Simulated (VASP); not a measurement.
# B (Pmma) in VASP: single point with PBE

Aim: the single point of B with PBE.

Everything below comes from runs of VASP 6.6.1. Logs are shortened: lines on timing, memory, paths and dates and some standing lists are left out, and cuts for length are marked.

### Step 1. The cell of the first run

Symmetry: Pmma, No. 51, orthorhombic system. The conventional cell has a = 5.254 Å, b = 4.510 Å, c = 3.028 Å, α = 90.00°, β = 90.00°, γ = 90.00°. Within 2.3 Å of B (site symmetry m) lie 5 B at 1.70 to 1.76 Å. B (site symmetry 2) has 3 B at 1.61 to 1.70 Å within 2.1 Å.

### Step 2. Single point, PBE

Input file POSCAR:

```
B
1.0
    5.2543248092      0.0000000000      0.0000000000
    0.0000000000      4.5098109932      0.0000000000
    0.0000000000      0.0000000000      3.0284887986
B
8
Direct
    0.4163497174      0.0000000000      0.7491409316
    0.0836502826      0.0000000000      0.7491409316
    0.5836502826      0.0000000000      0.2508590684
    0.9163497174      0.0000000000      0.2508590684
    0.0000000000      0.3217839388      0.0000000000
    0.5000000000      0.6782160612      0.0000000000
    0.0000000000      0.6782160612      0.0000000000
    0.5000000000      0.3217839388      0.0000000000
```

Input file INCAR.step1:

```
  PREC = Accurate
  ENCUT = 520
  EDIFF = 1E-6
  ISMEAR = 0
  SIGMA = 0.1
  LREAL = F
  LASPH = T
  NELM = 60
  ALGO = Normal
  ISIF = 2
  LWAVE = F
  LCHARG = T
  GGA = PE
  NBANDS = 22
```

Input file KPOINTS.step1:

```
Automatic mesh
0
Gamma
  8 8 12
```

Input file INCAR.step2:

```
  PREC = Accurate
  ENCUT = 520
  EDIFF = 1E-6
  ISMEAR = -5
  SIGMA = 0.1
  LREAL = F
  LASPH = T
  NELM = 60
  ALGO = Normal
  ISIF = 2
  LWAVE = F
  LCHARG = F
  GGA = PE
  LORBIT = 11
  NEDOS = 1001
  ICHARG = 11
```

Input file KPOINTS.step2:

```
Automatic mesh
0
Gamma
  12 12 18
```

Potentials or basis: VASP PAW PBE potentials, release 64 (B).

Run with:

```sh
$ cat potpaw_PBE.64/B/POTCAR > POTCAR
$ cp INCAR.step1 INCAR
$ cp KPOINTS.step1 KPOINTS
$ mpirun -np 1 vasp_std > vasp.out
$ cp INCAR.step2 INCAR
$ cp KPOINTS.step2 KPOINTS
$ mpirun -np 1 vasp_std > vasp.out
```

OUTCAR:

```text
PREC = Accurate
   ENCUT = 520
   EDIFF = 1E-6
   ISMEAR = -5
   LREAL = F
   LASPH = T
   NELM = 60
   ISIF = 2
   GGA = PE
   LORBIT = 11
   ICHARG = 11

 ion  position               nearest neighbor table
   1  0.416  0.000  0.749-   6 1.70   8 1.70   3 1.75   2 1.75   3 1.76
   2  0.084  0.000  0.749-   5 1.70   7 1.70   4 1.75   1 1.75   4 1.76
   3  0.584  0.000  0.251-   6 1.70   8 1.70   1 1.75   4 1.75   1 1.76
   4  0.916  0.000  0.251-   5 1.70   7 1.70   2 1.75   3 1.75   2 1.76
   5  0.000  0.322  0.000-   7 1.61   4 1.70   2 1.70
   6  0.500  0.678  0.000-   8 1.61   3 1.70   1 1.70
   7  0.000  0.678  0.000-   5 1.61   4 1.70   2 1.70
   8  0.500  0.322  0.000-   6 1.61   3 1.70   1 1.70

  LATTYP: Found a simple orthorhombic cell.
 ALAT       =     3.0284887986
 B/A-ratio  =     1.4891291641
 C/A-ratio  =     1.7349659050

  Lattice vectors:

 A1 = (   0.0000000000,   0.0000000000,  -3.0284887986)
 A2 = (   0.0000000000,   4.5098109932,   0.0000000000)
 A3 = (   5.2543248092,   0.0000000000,   0.0000000000)

Analysis of symmetry for initial positions (statically):
=====================================================================
 Subroutine PRICEL returns:
 Original cell was already a primitive cell.

 Routine SETGRP: Setting up the symmetry group for a
 simple orthorhombic supercell.

 Subroutine GETGRP returns: Found  8 space group operations
 (whereof  4 operations were pure point group operations)
 out of a pool of  8 trial point group operations.

The static configuration has the point symmetry C_2h.
 The point group associated with its full space group is D_2h.

Analysis of symmetry for dynamics (positions and initial velocities):
=====================================================================
 Subroutine PRICEL returns:
 Original cell was already a primitive cell.

 Routine SETGRP: Setting up the symmetry group for a
 simple orthorhombic supercell.

 Subroutine GETGRP returns: Found  8 space group operations
 (whereof  4 operations were pure point group operations)
 out of a pool of  8 trial point group operations.

The dynamic configuration has the point symmetry C_2h.
 The point group associated with its full space group is D_2h.

 Subroutine INISYM returns: Found  8 space group operations
 (whereof  4 operations are pure point group operations),
 and found     1 'primitive' translations

----------------------------------------------------------------------------------------

                                     Primitive cell

  volume of cell :      71.7631

  direct lattice vectors                    reciprocal lattice vectors
     5.254324809  0.000000000  0.000000000     0.190319410  0.000000000  0.000000000
     0.000000000  4.509810993  0.000000000     0.000000000  0.221738783  0.000000000
     0.000000000  0.000000000  3.028488799     0.000000000  0.000000000  0.330197688

  length of vectors
     5.254324809  4.509810993  3.028488799     0.190319410  0.221738783  0.330197688

  position of ions in fractional coordinates (direct lattice)
     0.416349717  0.000000000  0.749140932
     0.083650283  0.000000000  0.749140932
     0.583650283  0.000000000  0.250859068
     0.916349717  0.000000000  0.250859068
     0.000000000  0.321783939  0.000000000
     0.500000000  0.678216061  0.000000000
     0.000000000  0.678216061  0.000000000
     0.500000000  0.321783939  0.000000000

  ion indices of the primitive-cell ions
   primitive index   ion index
                 1           1
                 2           2
                 3           3
                 4           4
                 5           5
                 6           6
                 7           7
                 8           8

----------------------------------------------------------------------------------------

 KPOINTS: Automatic mesh

Automatic generation of k-mesh.
 Grid dimensions read from file:
 generate k-points for:   12   12   18

 Generating k-lattice:

  Cartesian coordinates                     Fractional coordinates (reciprocal lattice)
     0.015859951  0.000000000  0.000000000     0.083333333  0.000000000  0.000000000
     0.000000000  0.018478232  0.000000000     0.000000000  0.083333333  0.000000000
     0.000000000  0.000000000  0.018344316     0.000000000  0.000000000  0.055555556

  Length of vectors
     0.015859951  0.018478232  0.018344316

  Shift w.r.t. Gamma in fractional coordinates (k-lattice)
     0.000000000  0.000000000  0.000000000

 TETIRR: Found   7776 inequivalent tetrahedra from    15552

 Subroutine IBZKPT returns following result:
 ===========================================

 Found    490 irreducible k-points:

 Following reciprocal coordinates:
            Coordinates               Weight
  0.000000  0.000000  0.000000      1.000000
  0.083333  0.000000  0.000000      2.000000
  0.166667  0.000000  0.000000      2.000000
  0.250000  0.000000  0.000000      2.000000
  0.333333  0.000000  0.000000      2.000000
  0.416667  0.000000  0.000000      2.000000
[... 16 lines left out ...]
  0.083333  0.250000  0.000000      4.000000
  0.166667  0.250000  0.000000      4.000000
 [... further k-points ...]
   k-points           NKPTS =    490   k-points in BZ     NKDIM =    490   number of bands    NBANDS=     17
   number of dos      NEDOS =   1001   number of ions     NIONS =      8
   total plane-waves  NPLWV =  34560
   dimension x,y,z NGX =    40 NGY =   36 NGZ =   24
   dimension x,y,z NGXF=    80 NGYF=   72 NGZF=   48
   ions per type =               8
   NGX,Y,Z   is equivalent  to a cutoff of  12.66, 13.27, 13.17 a.u.
   NGXF,Y,Z  is equivalent  to a cutoff of  25.31, 26.54, 26.35 a.u.
 SYSTEM =  unknown system
   PREC   = accura    normal or accurate (medium, high low for compatibility)
   ISTART =      0    job   : 0-new  1-cont  2-samecut
   ICHARG =     11    charge: 1-file 2-atom 10-const
   ISPIN  =      1    spin polarized calculation?
   LNONCOLLINEAR =      F non collinear calculations
   LSORBIT =      F    spin-orbit coupling
   LASPH  =      T    aspherical Exc in radial PAW
   ENCUT  =  520.0 eV  38.22 Ry    6.18 a.u.   9.77  8.39  5.63*2*pi/ulx,y,z
   NELM   =     60;   NELMIN=  2; NELMDL=  0     # of ELM steps
   EDIFF  = 0.1E-05   stopping-criterion for ELM
   LREAL  =      F    real-space projection
   EDIFFG = 0.1E-04   stopping-criterion for IOM
   NSW    =      0    number of steps for IOM
   IBRION =     -1    ionic relax: 0-MD 1-quasi-New 2-CG
   NFREE  =      0    steps in history (QN), initial steepest desc. (CG)
   ISIF   =      2    stress and relaxation
   ISYM   =      2    0-nonsym 1-usesym 2-fastsym
   POTIM  = 0.5000    time-step for ionic-motion
   TEBEG  =    0.0;   TEEND  =   0.0 temperature during run
   PSTRESS=    0.0 pullay stress
   NELECT =      24.0000    total number of electrons
   NUPDOWN=      -1.0000    fix difference up-down
   EMIN   =  10.00;   EMAX   =-10.00  energy-range for DOS
   EFERMI =   0.00;   METHOD = LEGACY
   ISMEAR =    -5;   SIGMA  =   0.10  broadening in eV -4-tet -1-fermi 0-gaus
   EFERMI_NEDOS =   21; number of points for ismear=-14 and -15
   IALGO  =     38    algorithm
   IMIX   =      4    mixing-type and parameters
     AMIX     =   0.40;   BMIX     =  1.00
     AMIX_MAG =   1.60;   BMIX_MAG =  1.00
  volume/ion in A,a.u.               =       8.97        60.54
  Fermi-wavevector in a.u.,A,eV,Ry     =   1.136348  2.147387 17.569035  1.291288
  Thomas-Fermi vector in A             =   2.273053
   LORBIT       =     11    0 simple, 1 ext, 2 COOP (PROOUT), +10 PAW based schemes
   GGA     = PE    functional components
   LHFCALC =     F    Hartree Fock is set to
   AEXX    =    0.0000 exact exchange contribution
   IVDW    =     0    specifies the selected vdW correction
   LEPSILON=     F    determine dielectric tensor
   LRPA    =     F    only Hartree local field effects (RPA)
 non-spin polarized calculation
 Fermi weights with tetrahedron method with Bloechl corrections
  energy-cutoff  :      520.00
  volume of cell :       71.76
 maximum number of plane-waves:      1964
 NGX is ok and might be reduce to    40

 number of electron      24.0000000 magnetization

 Free energy of the ion-electron system (eV)
  ---------------------------------------------------
  ext. energy  EPLUGINS =         0.00000000
  ---------------------------------------------------
  free energy    TOTEN  =       -48.78128044 eV

  energy without entropy =      -48.78128044  energy(sigma->0) =      -48.78128044

 E-fermi :   4.0299     XC(G=0): -10.6156

 val. band max:        4.1003585967   @ k =   0.2500   0.0000   0.3333
 cond. band min:       3.9666381222   @ k =   0.4167   0.5000   0.1667
 fundamental gap:     -0.1337204745
 Fermi energy:         4.0298765958

 k-point     1 :       0.0000    0.0000    0.0000
  band No.  band energies     occupation
      1      -9.9884      2.00000
      2      -7.0065      2.00000
      3      -4.1930      2.00000
      4      -4.1781      2.00000
      5      -3.7405      2.00000
      6      -1.5872      2.00000
[... 9 lines left out ...]
     16       7.5253      0.00000
     17       7.8854      0.00000

 k-point     2 :       0.0833    0.0000    0.0000
  band No.  band energies     occupation
      1      -9.9603      2.00000
      2      -7.1400      2.00000
      3      -4.1652      2.00000
      4      -3.9955      2.00000
      5      -3.7162      2.00000
      6      -1.6463      2.00000
[... 9 lines left out ...]
     16       7.4642      0.00000
     17       7.9152      0.00000
[... 421 lines left out ...]
 k-point    24 :       0.1667    0.2500    0.0000
  band No.  band energies     occupation
      1      -9.6701      2.00000
      2      -7.3019      2.00000
      3      -5.8472      2.00000
      4      -3.5607      2.00000
      5      -3.2338      2.00000
      6      -1.5514      2.00000
[... 9 lines left out ...]
     16       7.6224      0.00000
     17       7.9199      0.00000

 [... further k-points ...]
[... 5 lines left out ...]
  --------------------------------------------------------------------------------------
  -------------------------------------------------------------------------------------
  Total        0.2274272     -0.2160156      0.0012620      0.0000000      0.0000000      0.0000000
  in kB        5.0775214     -4.8227476      0.0281761      0.0000000      0.0000000      0.0000000
  external PRESSURE =       0.0943166 kB  Pullay stress =       0.0000000 kB

 VOLUME and BASIS-vectors are now :
 -----------------------------------------------------------------------------
  energy-cutoff  :      520.00
  volume of cell :       71.76
      direct lattice vectors                 reciprocal lattice vectors
     5.254324809  0.000000000  0.000000000     0.190319410  0.000000000  0.000000000
     0.000000000  4.509810993  0.000000000     0.000000000  0.221738783  0.000000000
     0.000000000  0.000000000  3.028488799     0.000000000  0.000000000  0.330197688

 POSITION                                       TOTAL-FORCE (eV/Angst)
 -----------------------------------------------------------------------------------
      2.18764      0.00000      2.26876         0.046713      0.000000      0.017578
      0.43953      0.00000      2.26876        -0.046713      0.000000      0.017578
      3.06669      0.00000      0.75972        -0.046713      0.000000     -0.017578
      4.81480      0.00000      0.75972         0.046713      0.000000     -0.017578
      0.00000      1.45118      0.00000        -0.000000     -0.014164      0.000000
      2.62716      3.05863      0.00000        -0.000000      0.014164      0.000000
      0.00000      3.05863      0.00000        -0.000000      0.014164      0.000000
      2.62716      1.45118      0.00000        -0.000000     -0.014164     -0.000000
 -----------------------------------------------------------------------------------
    total drift:                               -0.000000      0.000000      0.000000

  FREE ENERGIE OF THE ION-ELECTRON SYSTEM (eV)
  ---------------------------------------------------
  free  energy   TOTEN  =       -48.7812804408 eV

  energy  without entropy=      -48.7812804408  energy(sigma->0) =      -48.78128044

 total charge

# of ion       s       p       d       tot
------------------------------------------
    1        0.702   1.351   0.000   2.054
    2        0.702   1.351   0.000   2.054
    3        0.702   1.351   0.000   2.054
    4        0.702   1.351   0.000   2.054
    5        0.767   1.105   0.000   1.872
    6        0.767   1.105   0.000   1.872
    7        0.767   1.105   0.000   1.872
    8        0.767   1.105   0.000   1.872
--------------------------------------------------
tot          5.878   9.825   0.000  15.703
```

Wall time 11 min (1 thread of AMD EPYC 7R13, shared host); peak memory 0.5 GiB.

Results:

```yaml
Valence_electrons_inside_the_program's_atomic_spheres: B 2.05, 1.87 (each value once)
```
